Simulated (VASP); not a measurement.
Runs of VASP 6.6.1 on Ag2ClF. The structure is that of space group R-3m (No. 166), or close to it. The cells are those of the table. 

```csv
level,cell,k mesh,gap on the mesh (eV),pressure (GPa),largest force (eV/Å)
r2SCAN,"a = 5.782 Å, angles 39.3°, 4 atoms",6 × 6 × 6,(b),0.0,-
r2SCAN,"a = 5.895 Å, angles 39.3°, 4 atoms",6 × 6 × 6,0.41,-3.3,-
r2SCAN,"a = 5.723 Å, angles 39.3°, 4 atoms",6 × 6 × 6,0.26,2.1,0.01
PBE,"a = 6.066 Å, angles 36.8°, 4 atoms",6 × 6 × 6,none,1.4,0.01
r2SCAN,"a = 5.839 Å, angles 39.3°, 4 atoms",6 × 6 × 6,(d),-1.8,-
PBE,"a = 6.003 Å, angles 36.8°, 4 atoms",6 × 6 × 6,none,(c),0.03
PBE,"a = 5.782 Å, angles 39.3°, 4 atoms",8 × 8 × 8,none,2.6,(a)
PBE,"a = 6.248 Å, angles 36.8°, 4 atoms",6 × 6 × 6,0.09,-2.8,0.03
```

Alike in all rows: task single point; potentials or basis VASP PAW PBE potentials, release 64 (F, Cl, Ag); no spin polarisation; cutoff (eV) 520; smearing fermi-dirac 0.02 eV.

Q: Fill in the values left out.

A: (a) 0.12; (b) 0.31; (c) 3.4; (d) 0.36.

Caveats: the PAW data sets were made with another functional, which shifts forces and pressure a little (some runs).

A k mesh can miss the band edges, and the runs leave out spin-orbit coupling on Ag.

A gap of «none» marks levels without a gap at the run's occupations.
